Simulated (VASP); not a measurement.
# B19N17 (a cell with a defect) in VASP: relaxation of the atoms with PBE

Aim: the relaxation of the atoms of B19N17 (a cell with a defect) with PBE.

Everything below comes from runs of VASP 6.6.1. Logs are shortened: lines on timing, memory, paths and dates and some standing lists are left out, and cuts for length are marked.

### 1 The cell of the first run

The cell holds a defect, 36 atoms: a = 7.465 Å, b = 7.465 Å, c = 6.495 Å, α = 90.00°, β = 90.00°, γ = 120.00°.

### 2 Relaxation of the atoms, PBE, collinear spin

File INCAR:

```
SYSTEM = B19N17
PREC = Accurate
ENCUT = 520
EDIFF = 1E-7
ISMEAR = 0
SIGMA = 0.01
LREAL = Auto
LASPH = .TRUE.
NELM = 200
ALGO = Normal
ISIF = 2
LWAVE = .FALSE.
LCHARG = .FALSE.
ISPIN = 2
MAGMOM = 0.01 0 0 0 0 0 0.01 0 0.02 0 0.13 0 0 0 0 0.01 0 0.01 0 0.01 0.01 0 0 0 0 0.02 0 0.02 0 0 0 0 0.02 0.01 0.01 0.01
LORBIT = 11
NUPDOWN = 1.0
GGA = PE
IBRION = 2
NSW = 100
EDIFFG = -0.03
NELECT = 143.0
GGA_COMPAT = .FALSE.
NELMIN = 4
```

File KPOINTS:

```
Automatic mesh
0
Gamma
  1 1 1
  0.25 0.25 0.25
```

File POSCAR:

```
B19N17
1.0
    7.4650312800      0.0000000000      0.0000000000
   -3.7325156400      6.4649067300      0.0000000000
    0.0000000000      0.0000000000      6.4954828800
B N
19 17
Direct
    0.1111111100      0.2222222200      0.2500000000
    0.2222222200      0.1111111100      0.7500000000
    0.1111111100      0.5555555600      0.2500000000
    0.2222222200      0.4444444400      0.7500000000
    0.1111111100      0.8888888900      0.2500000000
    0.2222222200      0.7777777800      0.7500000000
    0.4444444400      0.2222222200      0.2500000000
    0.5555555600      0.1111111100      0.7500000000
    0.4444444400      0.5555555600      0.2500000000
    0.5555555600      0.4444444400      0.7500000000
    0.5555555600      0.4444444400      0.2500000000
    0.4444444400      0.8888888900      0.2500000000
    0.5555555600      0.7777777800      0.7500000000
    0.7777777800      0.2222222200      0.2500000000
    0.8888888900      0.1111111100      0.7500000000
    0.7777777800      0.5555555600      0.2500000000
    0.8888888900      0.4444444400      0.7500000000
    0.7777777800      0.8888888900      0.2500000000
    0.8888888900      0.7777777800      0.7500000000
    0.1111111100      0.2222222200      0.7500000000
    0.2222222200      0.1111111100      0.2500000000
    0.1111111100      0.5555555600      0.7500000000
    0.2222222200      0.4444444400      0.2500000000
    0.1111111100      0.8888888900      0.7500000000
    0.2222222200      0.7777777800      0.2500000000
    0.4444444400      0.2222222200      0.7500000000
    0.5555555600      0.1111111100      0.2500000000
    0.4444444400      0.5555555600      0.7500000000
    0.4444444400      0.8888888900      0.7500000000
    0.5555555600      0.7777777800      0.2500000000
    0.7777777800      0.2222222200      0.7500000000
    0.8888888900      0.1111111100      0.2500000000
    0.7777777800      0.5555555600      0.7500000000
    0.8888888900      0.4444444400      0.2500000000
    0.7777777800      0.8888888900      0.7500000000
    0.8888888900      0.7777777800      0.2500000000
```

Potentials or basis: VASP PAW PBE potentials, release 64 (B, N).

Launch:

```bash
$ cat potpaw_PBE.64/B/POTCAR potpaw_PBE.64/N/POTCAR > POTCAR
$ mpirun -np 1 vasp_std > vasp.out
```

OUTCAR:

```text
SYSTEM = B19N17
   PREC = Accurate
   ENCUT = 520
   EDIFF = 1E-7
   ISMEAR = 0
   LREAL = Auto
   LASPH = .TRUE.
   NELM = 200
   ISIF = 2
   ISPIN = 2
   LORBIT = 11
   NUPDOWN = 1.0
   GGA = PE
   IBRION = 2
   NSW = 100
   EDIFFG = -0.03
   NELECT = 143.0
   NELMIN = 4

 ion  position               nearest neighbor table
   1  0.111  0.222  0.250-  21 1.44  32 1.44  23 1.44
   2  0.222  0.111  0.750-  20 1.44  26 1.44  24 1.44
   3  0.111  0.556  0.250-  34 1.44  25 1.44  23 1.44
   4  0.222  0.444  0.750-  28 1.44  20 1.44  22 1.44
   5  0.111  0.889  0.250-  25 1.44  36 1.44  21 1.44
   6  0.222  0.778  0.750-  24 1.44  29 1.44  22 1.44
[... 28 lines left out ...]
  35  0.778  0.889  0.750-  19 1.44  13 1.44  15 1.44
  36  0.889  0.778  0.250-  18 1.44   5 1.44  16 1.44

  LATTYP: Found a hexagonal cell.
 ALAT       =     7.4650312800
 C/A-ratio  =     0.8701213212

  Lattice vectors:

 A1 = (   7.4650312800,   0.0000000000,   0.0000000000)
 A2 = (  -3.7325156400,   6.4649067300,   0.0000000000)
 A3 = (   0.0000000000,   0.0000000000,   6.4954828800)

Analysis of symmetry for initial positions (statically):
=====================================================================
 Subroutine PRICEL returns:
 Original cell was already a primitive cell.

 Routine SETGRP: Setting up the symmetry group for a
 hexagonal supercell.

 Subroutine GETGRP returns: Found 12 space group operations
 (whereof  2 operations were pure point group operations)
 out of a pool of 24 trial point group operations.

The static configuration has the point symmetry C_1h.
 The point group associated with its full space group is D_3h.

Analysis of symmetry for dynamics (positions and initial velocities):
=====================================================================
 Subroutine PRICEL returns:
 Original cell was already a primitive cell.

 Routine SETGRP: Setting up the symmetry group for a
 hexagonal supercell.

 Subroutine GETGRP returns: Found 12 space group operations
 (whereof  2 operations were pure point group operations)
 out of a pool of 24 trial point group operations.

The dynamic configuration has the point symmetry C_1h.
 The point group associated with its full space group is D_3h.

Analysis of structural, dynamic, and magnetic symmetry:
=====================================================================
 Subroutine PRICEL returns:
 Original cell was already a primitive cell.

 Routine SETGRP: Setting up the symmetry group for a
 hexagonal supercell.

 Subroutine GETGRP returns: Found  2 space group operations
 (whereof  1 operations were pure point group operations)
 out of a pool of 24 trial point group operations.

The overall configuration has the point symmetry C_1 .
 The point group associated with its full space group is C_1h.

 Subroutine INISYM returns: Found  2 space group operations
 (whereof  1 operations are pure point group operations),
 and found     1 'primitive' translations

----------------------------------------------------------------------------------------

                                     Primitive cell

  volume of cell :     313.4768

  direct lattice vectors                    reciprocal lattice vectors
     7.465031280  0.000000000  0.000000000     0.133957912  0.077340636  0.000000000
    -3.732515640  6.464906730  0.000000000     0.000000000  0.154681273  0.000000000
     0.000000000  0.000000000  6.495482880     0.000000000  0.000000000  0.153953142

  length of vectors
     7.465031280  7.465031281  6.495482880     0.154681273  0.154681273  0.153953142

  position of ions in fractional coordinates (direct lattice)
     0.111111110  0.222222220  0.250000000
     0.222222220  0.111111110  0.750000000
     0.111111110  0.555555560  0.250000000
     0.222222220  0.444444440  0.750000000
     0.111111110  0.888888890  0.250000000
     0.222222220  0.777777780  0.750000000
[... 28 lines left out ...]
     0.777777780  0.888888890  0.750000000
     0.888888890  0.777777780  0.250000000

  ion indices of the primitive-cell ions
   primitive index   ion index
                 1           1
                 2           2
                 3           3
                 4           4
[... 68 lines left out ...]
   dimension x,y,z NGXF=   112 NGYF=  112 NGZF=   96
   ions per type =              19  17
   NGX,Y,Z   is equivalent  to a cutoff of  12.47, 12.47, 12.29 a.u.
   NGXF,Y,Z  is equivalent  to a cutoff of  24.94, 24.94, 24.57 a.u.
 SYSTEM =  B19N17
   PREC   = accura    normal or accurate (medium, high low for compatibility)
   ISTART =      0    job   : 0-new  1-cont  2-samecut
   ICHARG =      2    charge: 1-file 2-atom 10-const
   ISPIN  =      2    spin polarized calculation?
   LNONCOLLINEAR =      F non collinear calculations
   LSORBIT =      F    spin-orbit coupling
   LASPH  =      T    aspherical Exc in radial PAW
   ENCUT  =  520.0 eV  38.22 Ry    6.18 a.u.  13.88 13.88 12.08*2*pi/ulx,y,z
   NELM   =    200;   NELMIN=  4; NELMDL= -5     # of ELM steps
   EDIFF  = 0.1E-06   stopping-criterion for ELM
   LREAL  =      T    real-space projection
   EDIFFG = -.3E-01   stopping-criterion for IOM
   NSW    =    100    number of steps for IOM
   IBRION =      2    ionic relax: 0-MD 1-quasi-New 2-CG
   NFREE  =      1    steps in history (QN), initial steepest desc. (CG)
   ISIF   =      2    stress and relaxation
   ISYM   =      2    0-nonsym 1-usesym 2-fastsym
   POTIM  = 0.5000    time-step for ionic-motion
   TEBEG  =    0.0;   TEEND  =   0.0 temperature during run
   PSTRESS=    0.0 pullay stress
   NELECT =     143.0000    total number of electrons
   NUPDOWN=       1.0000    fix difference up-down
   EMIN   =  10.00;   EMAX   =-10.00  energy-range for DOS
   EFERMI =   0.00;   METHOD = LEGACY
   ISMEAR =     0;   SIGMA  =   0.01  broadening in eV -4-tet -1-fermi 0-gaus
   EFERMI_NEDOS =   21; number of points for ismear=-14 and -15
   IALGO  =     38    algorithm
   IMIX   =      4    mixing-type and parameters
     AMIX     =   0.40;   BMIX     =  1.00
     AMIX_MAG =   1.60;   BMIX_MAG =  1.00
  volume/ion in A,a.u.               =       8.71        58.76
  Fermi-wavevector in a.u.,A,eV,Ry     =   1.260236  2.381500 21.608687  1.588194
  Thomas-Fermi vector in A             =   2.393755
   LORBIT       =     11    0 simple, 1 ext, 2 COOP (PROOUT), +10 PAW based schemes
   GGA     = PE    functional components
   LHFCALC =     F    Hartree Fock is set to
   AEXX    =    0.0000 exact exchange contribution
   IVDW    =     0    specifies the selected vdW correction
   LEPSILON=     F    determine dielectric tensor
   LRPA    =     F    only Hartree local field effects (RPA)
 conjugate gradient relaxation of ions
 spin polarized calculation
 Gauss-broadening in eV      SIGMA  =   0.01
  energy-cutoff  :      520.00
  volume of cell :      313.48
 maximum number of plane-waves:      8452
   NGX = 27   NGY = 27   NGZ = 25

--------------------------------------- Ionic step        1  -------------------------------------------

 number of electron     143.0000001 magnetization       0.9999960

 Free energy of the ion-electron system (eV)
  ---------------------------------------------------
  ext. energy  EPLUGINS =         0.00000000
  ---------------------------------------------------
  free energy    TOTEN  =      -301.93110790 eV

  energy without entropy =     -301.93110790  energy(sigma->0) =     -301.93110790

------------------------ aborting loop because EDIFF is reached ----------------------------------------

  FORCE on cell =-STRESS in cart. coord.  units (eV):
  Direction    XX          YY          ZZ          XY          YZ          ZX
  --------------------------------------------------------------------------------------
  -------------------------------------------------------------------------------------
  Total       50.4328984     50.4321912     14.9085310     -0.0006080      0.0000000      0.0000000
  in kB      257.7621658    257.7585515     76.1973901     -0.0031076      0.0000000      0.0000000
  external PRESSURE =     197.2393691 kB  Pullay stress =       0.0000000 kB
[... 407 lines left out ...]
--------------------------------------- Ionic step        7  -------------------------------------------

 number of electron     142.9999997 magnetization       1.0000000

 Free energy of the ion-electron system (eV)
  ---------------------------------------------------
  ext. energy  EPLUGINS =         0.00000000
  ---------------------------------------------------
  free energy    TOTEN  =      -302.61578960 eV

  energy without entropy =     -302.61578960  energy(sigma->0) =     -302.61578960

 E-fermi :   4.2241     XC(G=0): -10.3018

 val. band max:        4.7180734828   @ k =   0.5000   0.2500   0.2500
 cond. band min:       5.4797405987   @ k =   0.2500   0.2500   0.2500
 fundamental gap:      0.7616671159
 Fermi energy:         4.8354449624

 spin component 1

 k-point     1 :       0.2500    0.2500    0.2500
  band No.  band energies     occupation
      1     -15.4015      1.00000
      2     -14.9013      1.00000
      3     -14.8567      1.00000
      4     -14.5368      1.00000
      5     -14.1395      1.00000
      6     -13.5620      1.00000
[... 247 lines left out ...]
     82       8.9803      0.00000
     83       9.2209      0.00000
 Fermi energy:         4.2240987922

 spin component 2

 k-point     1 :       0.2500    0.2500    0.2500
  band No.  band energies     occupation
      1     -15.3947      1.00000
      2     -14.8961      1.00000
      3     -14.8471      1.00000
      4     -14.5218      1.00000
      5     -14.1253      1.00000
      6     -13.5433      1.00000
[... 247 lines left out ...]
     82       9.0812      0.00000
     83       9.2510      0.00000
 [bands above 83 left out]

------------------------ aborting loop because EDIFF is reached ----------------------------------------

  FORCE on cell =-STRESS in cart. coord.  units (eV):
  Direction    XX          YY          ZZ          XY          YZ          ZX
  --------------------------------------------------------------------------------------
  -------------------------------------------------------------------------------------
  Total       50.4237911     50.4179150     15.0402345     -0.0050886      0.0000000      0.0000000
  in kB      257.7156188    257.6855860     76.8705259     -0.0260076      0.0000000      0.0000000
  external PRESSURE =     197.4239102 kB  Pullay stress =       0.0000000 kB
[... 51 lines left out ...]
  FREE ENERGIE OF THE ION-ELECTRON SYSTEM (eV)
  ---------------------------------------------------
  free  energy   TOTEN  =      -302.6157896024 eV

  energy  without entropy=     -302.6157896024  energy(sigma->0) =     -302.61578960

 reached required accuracy - stopping structural energy minimisation

 total charge

# of ion       s       p       d       tot
------------------------------------------
    1        0.759   1.448   0.000   2.208
    2        0.758   1.455   0.000   2.213
    3        0.786   1.538   0.000   2.323
    4        0.758   1.455   0.000   2.213
    5        0.786   1.538   0.000   2.323
    6        0.759   1.456   0.000   2.215
[... 28 lines left out ...]
   35        1.231   2.816   0.000   4.048
   36        1.242   2.827   0.000   4.070
--------------------------------------------------
tot         35.695  76.118   0.000 111.813

 magnetization (x)

# of ion       s       p       d       tot
------------------------------------------
    1        0.001   0.021   0.000   0.022
    2       -0.000   0.000   0.000   0.000
    3       -0.000   0.003   0.000   0.003
    4       -0.000   0.000   0.000   0.000
    5       -0.000   0.003   0.000   0.003
    6        0.000   0.000   0.000   0.000
[... 28 lines left out ...]
   35        0.000   0.005   0.000   0.005
   36       -0.000   0.006   0.000   0.006
--------------------------------------------------
tot          0.013   0.450   0.000   0.463
```

Run time: 44 min. Hardware: 1 thread of Intel Xeon Platinum 8259CL at 2.50GHz (Skylake/Cascade Lake), shared host; peak memory 0.56 GiB.

Results:

```yaml
Free_energy: -302.6158 eV
Energy_gained_by_relaxing: 19.0 meV/atom
Ionic_steps: 7
Largest_force_after_relaxing: 0.022 eV/Å
Net_moment: 1.00 μB per cell
Site_moments: B +0.02, +0.00, +0.04, -0.00, +0.19 (each value once); N +0.01, +0.00, -0.00, -0.01 (each value once) μB
Valence_electrons_inside_the_program's_atomic_spheres: B 2.21, 2.32, 2.30, 2.19, 2.45 (each value once); N 4.05, 4.07, 4.06, 4.04 (each value once)
```

Forces in eV/Å, atoms in the order of the input:
```
B   -0.006 -0.003  0.000
B    0.011  0.002  0.000
B    0.001 -0.016  0.000
B    0.007  0.008  0.000
B   -0.014  0.008  0.000
B    0.000  0.000  0.000
B   -0.001  0.009  0.000
B   -0.011  0.002  0.000
B    0.008 -0.005  0.000
B    0.000  0.000  0.000
B    0.000  0.000  0.000
B    0.014  0.007  0.000
B   -0.004 -0.011  0.000
B    0.006 -0.004  0.000
B    0.000  0.000  0.000
B   -0.009 -0.004  0.000
B   -0.007  0.008  0.000
B    0.000  0.007  0.000
B    0.004 -0.011  0.000
N   -0.012 -0.007  0.000
N    0.009 -0.020  0.000
N    0.000  0.000  0.000
N   -0.012  0.018  0.000
N    0.000  0.000  0.000
N    0.000  0.000  0.000
N    0.000 -0.006  0.000
N   -0.010 -0.019  0.000
N   -0.005  0.003  0.000
N    0.000  0.000  0.000
N   -0.022  0.001  0.000
N    0.012 -0.007  0.000
N    0.000  0.000  0.000
N    0.005  0.003  0.000
N    0.012  0.018  0.000
N    0.000  0.014  0.000
N    0.022  0.002  0.000
```

The path:
```tsv
step	energy change (eV)	largest force (eV/Å)	pressure (GPa)
1	0.0000	4.3396	19.72
2	0.7739	5.8490	21.42
3	-0.6442	0.7866	19.77
4	-0.5378	1.7044	19.84
5	-0.6808	0.3056	19.75
6	-0.6784	0.3774	19.74
7	-0.6847	0.0217	19.74
```

Final structure:
```cif
data_structure
_symmetry_space_group_name_H-M 'P 1'
_symmetry_Int_Tables_number 1
_cell_length_a 7.4650
_cell_length_b 7.4650
_cell_length_c 6.4955
_cell_angle_alpha 90.000
_cell_angle_beta 90.000
_cell_angle_gamma 120.000
_cell_volume 313.48
loop_
_atom_site_label
_atom_site_type_symbol
_atom_site_fract_x
_atom_site_fract_y
_atom_site_fract_z
_atom_site_occupancy
B1 B 0.11177 0.22255 0.25000 1
B2 B 0.22262 0.11130 0.75000 1
B3 B 0.11121 0.55576 0.25000 1
B4 B 0.22262 0.44466 0.75000 1
B5 B 0.11121 0.88879 0.25000 1
B6 B 0.22222 0.77778 0.75000 1
B7 B 0.43806 0.20945 0.25000 1
B8 B 0.55534 0.11130 0.75000 1
B9 B 0.43806 0.56194 0.25000 1
B10 B 0.55556 0.44444 0.75000 1
B11 B 0.55556 0.44444 0.25000 1
B12 B 0.44424 0.88879 0.25000 1
B13 B 0.55534 0.77738 0.75000 1
B14 B 0.77745 0.22255 0.25000 1
B15 B 0.88889 0.11111 0.75000 1
B16 B 0.79055 0.56194 0.25000 1
B17 B 0.88870 0.44466 0.75000 1
B18 B 0.77745 0.88823 0.25000 1
B19 B 0.88870 0.77738 0.75000 1
N1 N 0.11114 0.22224 0.75000 1
N2 N 0.21744 0.10575 0.25000 1
N3 N 0.11112 0.55557 0.75000 1
N4 N 0.21744 0.44502 0.25000 1
N5 N 0.11112 0.88888 0.75000 1
N6 N 0.22222 0.77778 0.25000 1
N7 N 0.44427 0.22187 0.75000 1
N8 N 0.55498 0.10575 0.25000 1
N9 N 0.44427 0.55573 0.75000 1
N10 N 0.44443 0.88888 0.75000 1
N11 N 0.55498 0.78256 0.25000 1
N12 N 0.77777 0.22223 0.75000 1
N13 N 0.88889 0.11111 0.25000 1
N14 N 0.77813 0.55573 0.75000 1
N15 N 0.89425 0.44502 0.25000 1
N16 N 0.77776 0.88886 0.75000 1
N17 N 0.89425 0.78256 0.25000 1
```

Caveat: the k points lie up to 0.49 Å⁻¹ apart; the cell carries a net charge on a neutralising background, which shifts energy and pressure; the cell is charged against a uniform background, so pressure and absolute levels hang on convention; the total moment is fixed, so each spin has its own Fermi level and the state may be an excited one.
